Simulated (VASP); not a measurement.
# BaZrO3 (Pm-3m) in VASP: further runs, part 3 of 3

VASP 6.6.1. The steps go on from the part before.

**5. Single point, r2SCAN**

This run uses another cell than the first one, of 14.57 Å³/atom.

Contents of POSCAR:

```
BaZrO3
1.0
    4.1766892000      0.0000000000      0.0000000000
    0.0000000000      4.1766892000      0.0000000000
    0.0000000000      0.0000000000      4.1766892000
Ba Zr O
1 1 3
Direct
    0.0000000000      0.0000000000      0.0000000000
    0.5000000000      0.5000000000      0.5000000000
    0.0000000000      0.5000000000      0.5000000000
    0.5000000000      0.0000000000      0.5000000000
    0.5000000000      0.5000000000      0.0000000000
```

Contents of INCAR.step1:

```
SYSTEM = BaZrO3
ALGO = Normal
EDIFF = 1E-4
ENCUT = 520
GGA = PE
ISMEAR = -1
LASPH = .TRUE.
LCHARG = .FALSE.
LREAL = .FALSE.
LWAVE = .TRUE.
NBANDS = 28
NELM = 100
PREC = Accurate
SIGMA = 0.02
```

Contents of INCAR.step2:

```
SYSTEM = BaZrO3
ALGO = Normal
EDIFF = 1E-6
ENCUT = 520
ISIF = 2
ISMEAR = -1
ISTART = 1
LASPH = .TRUE.
LCHARG = .TRUE.
LELF = .TRUE.
LMIXTAU = .TRUE.
LREAL = .FALSE.
LVHAR = .TRUE.
LWAVE = .FALSE.
METAGGA = R2SCAN
NBANDS = 28
NELM = 100
PREC = Accurate
SIGMA = 0.02
```

Contents of KPOINTS:

```
k-points
0
G
  8 8 8
  0 0 0
```

Potentials or basis: VASP PAW PBE potentials, release 64 (Ba_sv, Zr_sv, O).

The run is started by

```
cat potpaw_PBE.64/Ba_sv/POTCAR potpaw_PBE.64/Zr_sv/POTCAR potpaw_PBE.64/O/POTCAR > POTCAR
cp INCAR.step1 INCAR
mpirun -np 1 vasp_std > vasp.out
cp INCAR.step2 INCAR
mpirun -np 1 vasp_std > vasp.out
```

OUTCAR:

```text
SYSTEM = BaZrO3
   EDIFF = 1E-6
   ENCUT = 520
   ISIF = 2
   ISMEAR = -1
   ISTART = 1
   LASPH = .TRUE.
   LREAL = .FALSE.
   METAGGA = R2SCAN
   NELM = 100
   PREC = Accurate

 ion  position               nearest neighbor table
   1  0.000  0.000  0.000-   3 2.95   4 2.95   5 2.95   3 2.95   4 2.95   3 2.95   5 2.95   3 2.95
                             4 2.95   5 2.95   4 2.95   5 2.95   2 3.62   2 3.62   2 3.62   2 3.62
   2  0.500  0.500  0.500-   3 2.09   4 2.09   5 2.09   5 2.09   4 2.09   3 2.09   1 3.62   1 3.62
                             1 3.62   1 3.62   1 3.62   1 3.62   1 3.62   1 3.62
   3  0.000  0.500  0.500-   2 2.09   2 2.09   1 2.95   1 2.95   1 2.95   1 2.95
   4  0.500  0.000  0.500-   2 2.09   2 2.09   1 2.95   1 2.95   1 2.95   1 2.95
   5  0.500  0.500  0.000-   2 2.09   2 2.09   1 2.95   1 2.95   1 2.95   1 2.95

  LATTYP: Found a simple cubic cell.
 ALAT       =     4.1766892000

  Lattice vectors:

 A1 = (   4.1766892000,   0.0000000000,   0.0000000000)
 A2 = (   0.0000000000,   4.1766892000,   0.0000000000)
 A3 = (   0.0000000000,   0.0000000000,   4.1766892000)

Analysis of symmetry for initial positions (statically):
=====================================================================
 Subroutine PRICEL returns:
 Original cell was already a primitive cell.

 Routine SETGRP: Setting up the symmetry group for a
 simple cubic supercell.

 Subroutine GETGRP returns: Found 48 space group operations
 (whereof 48 operations were pure point group operations)
 out of a pool of 48 trial point group operations.

The static configuration has the point symmetry O_h .

Analysis of symmetry for dynamics (positions and initial velocities):
=====================================================================
 Subroutine PRICEL returns:
 Original cell was already a primitive cell.

 Routine SETGRP: Setting up the symmetry group for a
 simple cubic supercell.

 Subroutine GETGRP returns: Found 48 space group operations
 (whereof 48 operations were pure point group operations)
 out of a pool of 48 trial point group operations.

The dynamic configuration has the point symmetry O_h .

 Subroutine INISYM returns: Found 48 space group operations
 (whereof 48 operations are pure point group operations),
 and found     1 'primitive' translations

----------------------------------------------------------------------------------------

                                     Primitive cell

  volume of cell :      72.8612

  direct lattice vectors                    reciprocal lattice vectors
     4.176689200  0.000000000  0.000000000     0.239424087  0.000000000  0.000000000
     0.000000000  4.176689200  0.000000000     0.000000000  0.239424087  0.000000000
     0.000000000  0.000000000  4.176689200     0.000000000  0.000000000  0.239424087

  length of vectors
     4.176689200  4.176689200  4.176689200     0.239424087  0.239424087  0.239424087

  position of ions in fractional coordinates (direct lattice)
     0.000000000  0.000000000  0.000000000
     0.500000000  0.500000000  0.500000000
     0.000000000  0.500000000  0.500000000
     0.500000000  0.000000000  0.500000000
     0.500000000  0.500000000  0.000000000
[... 32 lines left out ...]

 Found     35 irreducible k-points:

 Following reciprocal coordinates:
            Coordinates               Weight
  0.000000  0.000000  0.000000      1.000000
  0.125000  0.000000  0.000000      6.000000
  0.250000  0.000000  0.000000      6.000000
  0.375000  0.000000  0.000000      6.000000
  0.500000  0.000000  0.000000      3.000000
  0.125000  0.125000  0.000000     12.000000
[... 16 lines left out ...]
  0.375000  0.375000  0.125000     24.000000
  0.500000  0.375000  0.125000     24.000000
 [... further k-points ...]
   k-points           NKPTS =     35   k-points in BZ     NKDIM =     35   number of bands    NBANDS=     28
   number of dos      NEDOS =    301   number of ions     NIONS =      5
   total plane-waves  NPLWV =  32768
   dimension x,y,z NGX =    32 NGY =   32 NGZ =   32
   dimension x,y,z NGXF=    64 NGYF=   64 NGZF=   64
   ions per type =               1   1   3
   NGX,Y,Z   is equivalent  to a cutoff of  12.74, 12.74, 12.74 a.u.
   NGXF,Y,Z  is equivalent  to a cutoff of  25.47, 25.47, 25.47 a.u.
 SYSTEM =  BaZrO3
   PREC   = accura    normal or accurate (medium, high low for compatibility)
   ISTART =      1    job   : 0-new  1-cont  2-samecut
   ICHARG =      0    charge: 1-file 2-atom 10-const
   ISPIN  =      1    spin polarized calculation?
   LNONCOLLINEAR =      F non collinear calculations
   LSORBIT =      F    spin-orbit coupling
   LASPH  =      T    aspherical Exc in radial PAW
   ENCUT  =  520.0 eV  38.22 Ry    6.18 a.u.   7.77  7.77  7.77*2*pi/ulx,y,z
   NELM   =    100;   NELMIN=  2; NELMDL=  0     # of ELM steps
   EDIFF  = 0.1E-05   stopping-criterion for ELM
   LREAL  =      F    real-space projection
   EDIFFG = 0.1E-04   stopping-criterion for IOM
   NSW    =      0    number of steps for IOM
   IBRION =     -1    ionic relax: 0-MD 1-quasi-New 2-CG
   NFREE  =      0    steps in history (QN), initial steepest desc. (CG)
   ISIF   =      2    stress and relaxation
   ISYM   =      2    0-nonsym 1-usesym 2-fastsym
   POTIM  = 0.5000    time-step for ionic-motion
   TEBEG  =    0.0;   TEEND  =   0.0 temperature during run
   PSTRESS=    0.0 pullay stress
   NELECT =      40.0000    total number of electrons
   NUPDOWN=      -1.0000    fix difference up-down
   EMIN   =  10.00;   EMAX   =-10.00  energy-range for DOS
   EFERMI =   0.00;   METHOD = LEGACY
   ISMEAR =    -1;   SIGMA  =   0.02  broadening in eV -4-tet -1-fermi 0-gaus
   EFERMI_NEDOS =   21; number of points for ismear=-14 and -15
   IALGO  =     38    algorithm
   IMIX   =      4    mixing-type and parameters
     AMIX     =   0.40;   BMIX     =  1.00
     AMIX_MAG =   1.60;   BMIX_MAG =  1.00
  volume/ion in A,a.u.               =      14.57        98.34
  Fermi-wavevector in a.u.,A,eV,Ry     =   1.340487  2.533153 24.448389  1.796906
  Thomas-Fermi vector in A             =   2.468796
   LORBIT       =      0    0 simple, 1 ext, 2 COOP (PROOUT), +10 PAW based schemes
   METAGGA = R2SCAN    functional components
   LHFCALC =     F    Hartree Fock is set to
   AEXX    =    0.0000 exact exchange contribution
   IVDW    =     0    specifies the selected vdW correction
   LEPSILON=     F    determine dielectric tensor
   LRPA    =     F    only Hartree local field effects (RPA)
 non-spin polarized calculation
  energy-cutoff  :      520.00
  volume of cell :       72.86
 maximum number of plane-waves:      1996
 NGX is ok and might be reduce to    32
   NGX = 15   NGY = 15   NGZ = 15

 number of electron      40.0000006 magnetization

 Free energy of the ion-electron system (eV)
  ---------------------------------------------------
  ext. energy  EPLUGINS =         0.00000000
  ---------------------------------------------------
  free energy    TOTEN  =       -85.07828921 eV

  energy without entropy =      -85.07828921  energy(sigma->0) =      -85.07828921

 E-fermi :   4.1282     XC(G=0): -11.4481

 val. band max:        3.5596356171   @ k =   0.5000   0.5000   0.5000
 cond. band min:       7.2885624064   @ k =   0.0000   0.0000   0.0000
 fundamental gap:      3.7289267892
 Fermi energy:         4.1282378862

 k-point     1 :       0.0000    0.0000    0.0000
  band No.  band energies     occupation
      1     -44.8798      2.00000
      2     -22.4054      2.00000
      3     -22.3383      2.00000
      4     -22.3383      2.00000
      5     -22.3383      2.00000
      6     -13.8001      2.00000
[... 733 lines left out ...]
     27      12.7435      0.00000
     28      13.3615      0.00000

 [... further k-points ...]

------------------------ aborting loop because EDIFF is reached ----------------------------------------

  FORCE on cell =-STRESS in cart. coord.  units (eV):
  Direction    XX          YY          ZZ          XY          YZ          ZX
  --------------------------------------------------------------------------------------
  -------------------------------------------------------------------------------------
  Total        2.0860310      2.0860310      2.0860310      0.0000000      0.0000000     -0.0000000
  in kB       45.8706467     45.8706467     45.8706467      0.0000000      0.0000000     -0.0000000
  external PRESSURE =      45.8706467 kB  Pullay stress =       0.0000000 kB

 VOLUME and BASIS-vectors are now :
 -----------------------------------------------------------------------------
  energy-cutoff  :      520.00
  volume of cell :       72.86
      direct lattice vectors                 reciprocal lattice vectors
     4.176689200  0.000000000  0.000000000     0.239424087  0.000000000  0.000000000
     0.000000000  4.176689200  0.000000000     0.000000000  0.239424087  0.000000000
     0.000000000  0.000000000  4.176689200     0.000000000  0.000000000  0.239424087

 POSITION                                       TOTAL-FORCE (eV/Angst)
 -----------------------------------------------------------------------------------
      0.00000      0.00000      0.00000         0.000000      0.000000      0.000000
      2.08834      2.08834      2.08834         0.000000      0.000000      0.000000
      0.00000      2.08834      2.08834         0.000000      0.000000      0.000000
      2.08834      0.00000      2.08834         0.000000      0.000000      0.000000
      2.08834      2.08834      0.00000         0.000000      0.000000      0.000000
 -----------------------------------------------------------------------------------
    total drift:                                0.000000     -0.000000     -0.000000

  FREE ENERGIE OF THE ION-ELECTRON SYSTEM (eV)
  ---------------------------------------------------
  free  energy   TOTEN  =       -85.0782892128 eV

  energy  without entropy=      -85.0782892128  energy(sigma->0) =      -85.07828921
```

Wall time 2.2 min (1 thread of Intel Xeon Platinum 8259CL at 2.50GHz (Skylake/Cascade Lake), shared host); peak memory 0.23 GiB.

Results:

| Property | Result |
| --- | --- |
| Free energy | -85.0783 eV |
| Pressure | 4.6 GPa |
| Band gap on the k mesh | 3.73 eV (least direct gap 3.96 eV) |

Levels at points of the mesh, in eV from the valence-band top:
```tsv
k point	band 16	band 17	band 18	band 19	band 20	band 21	band 22	band 23	band 24	band 25
(0.00, 0.00, 0.00)	-1.03	-1.03	-0.23	-0.23	-0.23	3.73	3.73	3.73	5.18	5.18
(0.50, 0.00, 0.00)	-1.74	-1.74	-1.71	-0.47	-0.47	4.18	6.30	6.30	7.01	7.36
(0.50, 0.50, 0.00)	-2.42	-0.94	-0.94	-0.80	-0.08	6.27	6.27	7.06	7.21	8.37
(0.50, 0.50, 0.50)	-2.56	-2.56	0.00	0.00	0.00	6.67	6.67	6.67	7.64	7.64
```

Caveat: the cell stands under pressure; the PAW data sets were made with another functional, which shifts forces and pressure a little; spin-orbit coupling is left out, which moves the levels of the heavy elements.

**6. The runs side by side**

```csv
cell,k mesh,gap on the mesh (eV),pressure (GPa)
"a = 4.205 Å, 5 atoms",6 × 6 × 6,3.68,1.1
"a = 4.119 Å, 5 atoms",8 × 8 × 8,3.83,12.9
"a = 4.148 Å, 5 atoms",8 × 8 × 8,3.78,8.5
"a = 4.177 Å, 5 atoms",8 × 8 × 8,3.73,4.6
```

Alike in all rows: task single point; level r2SCAN; potentials or basis VASP PAW PBE potentials, release 64 (Ba_sv, Zr_sv, O); no spin polarisation; cutoff (eV) 520; smearing fermi-dirac 0.02 eV.

Caveats: the PAW data sets were made with another functional, which shifts forces and pressure a little; spin-orbit coupling is left out, which moves the levels of the heavy elements; the cell stands under pressure (at least some runs).

Absolute energies hang on the potentials; compare differences alone.
